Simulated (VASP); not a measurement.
# AgBr (Fm-3m) in VASP: further runs, part 2 of 2

VASP 6.6.1. Earlier steps stand in the parts before.

## (3) Single point, PBE

The input, INCAR:

```
ALGO = Normal
EDIFF = 1E-6
ENCUT = 500
GGA = PE
GGA_COMPAT = F
ISIF = 2
ISMEAR = 0
LASPH = T
LCHARG = F
LREAL = F
LWAVE = F
NBANDS = 16
NELM = 120
PREC = Accurate
SIGMA = 0.01
```

The input, KPOINTS:

```
k-points
0
Gamma
  4 4 4
```

The input, POSCAR:

```
AgBr
1.0
    0.0000000000      2.8701500000      2.8701500000
    2.8701500000      0.0000000000      2.8701500000
    2.8701500000      2.8701500000      0.0000000000
Ag Br
1 1
Direct
    0.0000000000      0.0000000000      0.0000000000
    0.5000000000      0.5000000000      0.5000000000
```

Potentials or basis: VASP PAW PBE potentials, release 64 (Ag, Br).

Launch:

```sh
cat potpaw_PBE.64/Ag/POTCAR potpaw_PBE.64/Br/POTCAR > POTCAR
mpirun -np 1 vasp_std > vasp.out
```

OUTCAR:

```text
EDIFF = 1E-6
   ENCUT = 500
   GGA = PE
   ISIF = 2
   ISMEAR = 0
   LASPH = T
   LREAL = F
   NELM = 120
   PREC = Accurate

 ion  position               nearest neighbor table
   1  0.000  0.000  0.000-   2 2.87   2 2.87   2 2.87   2 2.87   2 2.87   2 2.87
   2  0.500  0.500  0.500-   1 2.87   1 2.87   1 2.87   1 2.87   1 2.87   1 2.87

  LATTYP: Found a face centered cubic cell.
 ALAT       =     5.7403000000

  Lattice vectors:

 A1 = (   0.0000000000,   2.8701500000,   2.8701500000)
 A2 = (   2.8701500000,   0.0000000000,   2.8701500000)
 A3 = (   2.8701500000,   2.8701500000,   0.0000000000)

Analysis of symmetry for initial positions (statically):
=====================================================================
 Subroutine PRICEL returns:
 Original cell was already a primitive cell.

 Routine SETGRP: Setting up the symmetry group for a
 face centered cubic supercell.

 Subroutine GETGRP returns: Found 48 space group operations
 (whereof 48 operations were pure point group operations)
 out of a pool of 48 trial point group operations.

The static configuration has the point symmetry O_h .

Analysis of symmetry for dynamics (positions and initial velocities):
=====================================================================
 Subroutine PRICEL returns:
 Original cell was already a primitive cell.

 Routine SETGRP: Setting up the symmetry group for a
 face centered cubic supercell.

 Subroutine GETGRP returns: Found 48 space group operations
 (whereof 48 operations were pure point group operations)
 out of a pool of 48 trial point group operations.

The dynamic configuration has the point symmetry O_h .

 Subroutine INISYM returns: Found 48 space group operations
 (whereof 48 operations are pure point group operations),
 and found     1 'primitive' translations

----------------------------------------------------------------------------------------

                                     Primitive cell

  volume of cell :      47.2872

  direct lattice vectors                    reciprocal lattice vectors
     0.000000000  2.870150000  2.870150000    -0.174206923  0.174206923  0.174206923
     2.870150000  0.000000000  2.870150000     0.174206923 -0.174206923  0.174206923
     2.870150000  2.870150000  0.000000000     0.174206923  0.174206923 -0.174206923

  length of vectors
     4.059005056  4.059005056  4.059005056     0.301735242  0.301735242  0.301735242

  position of ions in fractional coordinates (direct lattice)
     0.000000000  0.000000000  0.000000000
     0.500000000  0.500000000  0.500000000

  ion indices of the primitive-cell ions
   primitive index   ion index
                 1           1
                 2           2

----------------------------------------------------------------------------------------

 KPOINTS: k-points

Automatic generation of k-mesh.
 Grid dimensions read from file:
 generate k-points for:    4    4    4

 Generating k-lattice:

  Cartesian coordinates                     Fractional coordinates (reciprocal lattice)
    -0.043551731  0.043551731  0.043551731     0.250000000  0.000000000  0.000000000
     0.043551731 -0.043551731  0.043551731     0.000000000  0.250000000  0.000000000
     0.043551731  0.043551731 -0.043551731     0.000000000  0.000000000  0.250000000

  Length of vectors
     0.075433810  0.075433810  0.075433810

  Shift w.r.t. Gamma in fractional coordinates (k-lattice)
     0.000000000  0.000000000  0.000000000

 Subroutine IBZKPT returns following result:
 ===========================================

 Found      8 irreducible k-points:

 Following reciprocal coordinates:
            Coordinates               Weight
  0.000000  0.000000  0.000000      1.000000
  0.250000  0.000000  0.000000      8.000000
  0.500000  0.000000  0.000000      4.000000
  0.250000  0.250000  0.000000      6.000000
  0.500000  0.250000  0.000000     24.000000
 -0.250000  0.250000  0.000000     12.000000
  0.500000  0.500000  0.000000      3.000000
 -0.250000  0.500000  0.250000      6.000000
   k-points           NKPTS =      8   k-points in BZ     NKDIM =      8   number of bands    NBANDS=     16
   number of dos      NEDOS =    301   number of ions     NIONS =      2
   total plane-waves  NPLWV =  27000
   dimension x,y,z NGX =    30 NGY =   30 NGZ =   30
   dimension x,y,z NGXF=    60 NGYF=   60 NGZF=   60
   ions per type =               1   1
   NGX,Y,Z   is equivalent  to a cutoff of  12.29, 12.29, 12.29 a.u.
   NGXF,Y,Z  is equivalent  to a cutoff of  24.57, 24.57, 24.57 a.u.
 SYSTEM =  unknown system
   PREC   = accura    normal or accurate (medium, high low for compatibility)
   ISTART =      0    job   : 0-new  1-cont  2-samecut
   ICHARG =      2    charge: 1-file 2-atom 10-const
   ISPIN  =      1    spin polarized calculation?
   LNONCOLLINEAR =      F non collinear calculations
   LSORBIT =      F    spin-orbit coupling
   LASPH  =      T    aspherical Exc in radial PAW
   ENCUT  =  500.0 eV  36.75 Ry    6.06 a.u.   7.40  7.40  7.40*2*pi/ulx,y,z
   NELM   =    120;   NELMIN=  2; NELMDL= -5     # of ELM steps
   EDIFF  = 0.1E-05   stopping-criterion for ELM
   LREAL  =      F    real-space projection
   EDIFFG = 0.1E-04   stopping-criterion for IOM
   NSW    =      0    number of steps for IOM
   IBRION =     -1    ionic relax: 0-MD 1-quasi-New 2-CG
   NFREE  =      0    steps in history (QN), initial steepest desc. (CG)
   ISIF   =      2    stress and relaxation
   ISYM   =      2    0-nonsym 1-usesym 2-fastsym
   POTIM  = 0.5000    time-step for ionic-motion
   TEBEG  =    0.0;   TEEND  =   0.0 temperature during run
   PSTRESS=    0.0 pullay stress
   NELECT =      18.0000    total number of electrons
   NUPDOWN=      -1.0000    fix difference up-down
   EMIN   =  10.00;   EMAX   =-10.00  energy-range for DOS
   EFERMI =   0.00;   METHOD = LEGACY
   ISMEAR =     0;   SIGMA  =   0.01  broadening in eV -4-tet -1-fermi 0-gaus
   EFERMI_NEDOS =   21; number of points for ismear=-14 and -15
   IALGO  =     38    algorithm
   IMIX   =      4    mixing-type and parameters
     AMIX     =   0.40;   BMIX     =  1.00
     AMIX_MAG =   1.60;   BMIX_MAG =  1.00
  volume/ion in A,a.u.               =      23.64       159.55
  Fermi-wavevector in a.u.,A,eV,Ry     =   1.186454  2.242074 19.152570  1.407674
  Thomas-Fermi vector in A             =   2.322627
   LORBIT       =      0    0 simple, 1 ext, 2 COOP (PROOUT), +10 PAW based schemes
   GGA     = PE    functional components
   LHFCALC =     F    Hartree Fock is set to
   AEXX    =    0.0000 exact exchange contribution
   IVDW    =     0    specifies the selected vdW correction
   LEPSILON=     F    determine dielectric tensor
   LRPA    =     F    only Hartree local field effects (RPA)
 non-spin polarized calculation
 Gauss-broadening in eV      SIGMA  =   0.01
  energy-cutoff  :      500.00
  volume of cell :       47.29
 maximum number of plane-waves:      1243
 NGX is ok and might be reduce to    30
   NGX = 15   NGY = 15   NGZ = 15

 number of electron      18.0000002 magnetization

 Free energy of the ion-electron system (eV)
  ---------------------------------------------------
  ext. energy  EPLUGINS =         0.00000000
  ---------------------------------------------------
  free energy    TOTEN  =        -4.95863147 eV

  energy without entropy =       -4.95863147  energy(sigma->0) =       -4.95863147

 E-fermi :   3.6960     XC(G=0):  -9.8553

 val. band max:        3.6337909036   @ k =   0.5000   0.0000   0.0000
 cond. band min:       4.2991104557   @ k =   0.0000   0.0000   0.0000
 fundamental gap:      0.6653195521
 Fermi energy:         3.6959550735

 k-point     1 :       0.0000    0.0000    0.0000
  band No.  band energies     occupation
      1     -11.4403      2.00000
      2       0.8251      2.00000
      3       0.8251      2.00000
      4       0.8251      2.00000
      5       0.8266      2.00000
      6       0.8266      2.00000
[... 8 lines left out ...]
     15      15.4131      0.00000
     16      15.4131      0.00000
[... 115 lines left out ...]
 k-point     8 :      -0.2500    0.5000    0.2500
  band No.  band energies     occupation
      1     -10.9282      2.00000
      2      -0.5762      2.00000
      3      -0.3212      2.00000
      4      -0.3212      2.00000
      5       1.2362      2.00000
      6       1.2500      2.00000
[... 8 lines left out ...]
     15      16.4635      0.00000
     16      18.4680      0.00000

------------------------ aborting loop because EDIFF is reached ----------------------------------------

  FORCE on cell =-STRESS in cart. coord.  units (eV):
  Direction    XX          YY          ZZ          XY          YZ          ZX
  --------------------------------------------------------------------------------------
  -------------------------------------------------------------------------------------
  Total        0.7578653      0.7578653      0.7578653      0.0000000     -0.0000000      0.0000000
  in kB       25.6778598     25.6778598     25.6778598      0.0000000     -0.0000000      0.0000000
  external PRESSURE =      25.6778598 kB  Pullay stress =       0.0000000 kB

 VOLUME and BASIS-vectors are now :
 -----------------------------------------------------------------------------
  energy-cutoff  :      500.00
  volume of cell :       47.29
      direct lattice vectors                 reciprocal lattice vectors
     0.000000000  2.870150000  2.870150000    -0.174206923  0.174206923  0.174206923
     2.870150000  0.000000000  2.870150000     0.174206923 -0.174206923  0.174206923
     2.870150000  2.870150000  0.000000000     0.174206923  0.174206923 -0.174206923

 POSITION                                       TOTAL-FORCE (eV/Angst)
 -----------------------------------------------------------------------------------
      0.00000      0.00000      0.00000         0.000000      0.000000     -0.000000
      2.87015      2.87015      2.87015        -0.000000     -0.000000      0.000000
 -----------------------------------------------------------------------------------
    total drift:                               -0.000000      0.000000      0.000000

  FREE ENERGIE OF THE ION-ELECTRON SYSTEM (eV)
  ---------------------------------------------------
  free  energy   TOTEN  =        -4.9586314688 eV

  energy  without entropy=       -4.9586314688  energy(sigma->0) =       -4.95863147
```

OSZICAR:

```text
N       E                     dE             d eps       ncg     rms          rms(c)
DAV:   1     0.890241889566E+02    0.89024E+02   -0.81227E+03   264   0.961E+02
DAV:   2    -0.202951602073E+01   -0.91054E+02   -0.85384E+02   312   0.207E+02
DAV:   3    -0.506356238717E+01   -0.30340E+01   -0.30301E+01   328   0.387E+01
DAV:   4    -0.507949132640E+01   -0.15929E-01   -0.15928E-01   328   0.296E+00
DAV:   5    -0.507965239465E+01   -0.16107E-03   -0.16107E-03   344   0.291E-01    0.586E+00
DAV:   6    -0.496354317052E+01    0.11611E+00   -0.18423E-01   320   0.587E+00    0.388E+00
DAV:   7    -0.495847364142E+01    0.50695E-02   -0.58023E-02   272   0.160E+00    0.155E+00
DAV:   8    -0.495857186156E+01   -0.98220E-04   -0.42337E-03   304   0.636E-01    0.253E-01
DAV:   9    -0.495860401316E+01   -0.32152E-04   -0.51441E-04   296   0.232E-01    0.328E-02
DAV:  10    -0.495862459501E+01   -0.20582E-04   -0.34671E-05   312   0.796E-02    0.185E-02
DAV:  11    -0.495863171060E+01   -0.71156E-05   -0.14118E-05   288   0.296E-02    0.684E-03
DAV:  12    -0.495863146878E+01    0.24182E-06   -0.47238E-07   256   0.612E-03
   1 F= -.49586315E+01 E0= -.49586315E+01  d E =-.116282E-19
```

It took 16 s on 1 thread of Intel Xeon 8259CL, shared host; peak memory 0.16 GiB.

What came out:

| Quantity | Value |
| --- | --- |
| Free energy | -4.9586 eV |
| Pressure | 2.6 GPa |
| Band gap on the k mesh | 0.67 eV, indirect (least direct gap 2.60 eV) |

Caveat: the k points lie up to 0.47 Å⁻¹ apart.

## (4) Single point, PBE

The input, INCAR:

```
SYSTEM = AgBr
PREC = Accurate
ENCUT = 500
EDIFF = 1E-6
ISMEAR = 0
SIGMA = 0.01
LREAL = .False.
LASPH = .True.
NELM = 120
ALGO = Normal
ISIF = 2
LWAVE = .False.
LCHARG = .False.
GGA = PE
NBANDS = 16
GGA_COMPAT = .False.
```

The input, KPOINTS:

```
Automatic mesh
0
Gamma
  6 6 6
  0 0 0
```

POSCAR is that of step 3.

Launch:

```sh
cat potpaw_PBE.64/Ag/POTCAR potpaw_PBE.64/Br/POTCAR > POTCAR
mpirun -np 1 vasp_std > vasp.out
```

Run time: 20 s. Hardware: 1 thread of Intel Xeon 8259CL, shared host; peak memory 0.17 GiB.

Results (log left out):

* Free energy: -4.9820 eV
* Pressure: 2.3 GPa
* Band gap on the k mesh: 0.67 eV, indirect (least direct gap 2.61 eV)

Levels at points of the mesh, in eV from the valence-band top:
```csv
k point,band 7,band 8,band 9,band 10,band 11,band 12
"(0.00, 0.00, 0.00)",-1.93,-1.93,-1.93,0.67,9.91,9.91
"(0.50, 0.00, 0.00)",-2.15,0.00,0.00,3.73,6.59,6.76
"(0.50, 0.50, 0.00)",-2.39,-2.39,-2.29,1.60,7.05,9.06
```

A k mesh can miss the band edges. As with any semilocal functional, this PBE gap is likely too small.

## (5) Single point, PBE

The input, INCAR:

```
PREC = Accurate
ENCUT = 500
EDIFF = 1E-6
ISMEAR = 0
SIGMA = 0.01
LREAL = F
LASPH = T
NELM = 120
ALGO = Normal
ISIF = 2
LWAVE = F
LCHARG = T
GGA = PE
LELF = T
LVHAR = T
NBANDS = 16
GGA_COMPAT = F
```

The input, KPOINTS:

```
Automatic mesh
0
Gamma
  8 8 8
```

POSCAR is that of step 4.

Launch:

```sh
cat potpaw_PBE.64/Ag/POTCAR potpaw_PBE.64/Br/POTCAR > POTCAR
mpirun -np 1 vasp_std > vasp.out
```

It took 36 s on 1 thread of Intel Xeon 8259CL, shared host; peak memory 0.18 GiB.

It converged, with:

| Quantity | Value |
| --- | --- |
| Free energy | -4.9832 eV |
| Pressure | 2.3 GPa |
| Band gap on the k mesh | 0.67 eV, indirect (least direct gap 2.61 eV) |

Levels at points of the mesh, in eV from the valence-band top:
| k point | band 5 | band 6 | band 7 | band 8 | band 9 | band 10 | band 11 | band 12 | band 13 | band 14 |
| --- | --- | --- | --- | --- | --- | --- | --- | --- | --- | --- |
| (0.00, 0.00, 0.00) | -2.80 | -2.80 | -1.93 | -1.93 | -1.93 | 0.67 | 9.91 | 9.91 | 9.91 | 11.14 |
| (0.50, 0.00, 0.00) | -2.49 | -2.49 | -2.15 | 0.00 | 0.00 | 3.73 | 6.59 | 6.76 | 6.76 | 12.25 |
| (0.50, 0.50, 0.00) | -2.84 | -2.64 | -2.39 | -2.39 | -2.29 | 1.60 | 7.05 | 9.06 | 11.05 | 11.05 |

## (6) Overview

| k mesh | gap on the mesh (eV) | pressure (GPa) |
| --- | --- | --- |
| 2 × 2 × 2 | 0.56 | 9.1 |
| 4 × 4 × 4 | 0.67 | 2.6 |
| 6 × 6 × 6 | 0.67 | 2.3 |
| 8 × 8 × 8 | 0.67 | 2.3 |

Alike in all rows: task single point; level PBE; potentials or basis VASP PAW PBE potentials, release 64 (Ag, Br); no spin polarisation; cell as given; cutoff (eV) 500; smearing gaussian 0.01 eV.

Caveats: some runs use coarse meshes.

Absolute energies hang on the potentials; compare differences alone.
